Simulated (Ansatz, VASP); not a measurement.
## Two plane-wave programs on Y

File INCAR:

```
SYSTEM = Y
PREC = Accurate ; ENCUT = 520
EDIFF = 1E-7 ; ISMEAR = -1
SIGMA = 0.1 ; LREAL = .False.
LASPH = .True. ; NELM = 100
ALGO = Normal ; ISIF = 2
LWAVE = .False. ; LCHARG = .False.
GGA = RE ; NBANDS = 24
```

The input KPOINTS:

```
Automatic mesh
0
Gamma
  7 7 10
  0 0 0
```

POSCAR

```
Y
1.0
    5.6296383493      0.0000000000      0.0000000000
   -2.8148191746      4.8754098247      0.0000000000
    0.0000000000      0.0000000000      3.5157256849
Y
3
Direct
    1.0000000000      0.0000000000      1.0000000000
    0.3333333333      0.6666666667      0.5000000000
    0.6666666667      0.3333333333      0.5000000000
```

Input for Ansatz:

```yaml
crystal:
  lattice:
    - [5.6296383493, 0.0, 0.0]
    - [-2.8148191746, 4.8754098247, 0.0]
    - [0.0, 0.0, 3.5157256849]
  atoms:
    - { symbol: "Y", position: [1.0, 0.0, 1.0] }
    - { symbol: "Y", position: [0.3333333333, 0.6666666667, 0.5] }
    - { symbol: "Y", position: [0.6666666667, 0.3333333333, 0.5] }
hamiltonian:
  xc: revpbe
  pseudopotentials:
    kind: paw
    azcp:
      "Y": "pseudopotentials/Y.paw.azcp"
basis:
  ecutwfc: 420
  fft_grid_basis: typed
kpoints:
  mp_grid: { grid: [7, 7, 10], shift: [0, 0, 0] }
magnetization:
  spin_polarized: false
scf:
  occupations: { method: fermi_dirac, width: 0.1 }
  lower_state_search: "off"
output:
  stress: true
```

Alike in both runs: task single point; functional revPBE; k mesh 7 × 7 × 10; occupations fermi-dirac, width 0.1 eV; no spin polarisation.

|  | VASP | Ansatz |
| --- | --- | --- |
| version | VASP 6.6.1 | Ansatz 0.2.0 |
| potentials or method | VASP PAW PBE potentials, release 64 (Y_sv), cutoff 520 eV | plane waves (420 eV) with PAW, scalar-relativistic |
| valence electrons in the cell | 33 | 33 |

Ansatz gave:

- pressure (GPa): 1.6
- traceless stress, the component that is largest in VASP (GPa): -0.06

Task: Which values does VASP return?

Result: Pressure (GPa): 1.5; traceless stress, the component that is largest in VASP (GPa): -0.06.

VASP's potentials were made for PBE, not for revPBE.
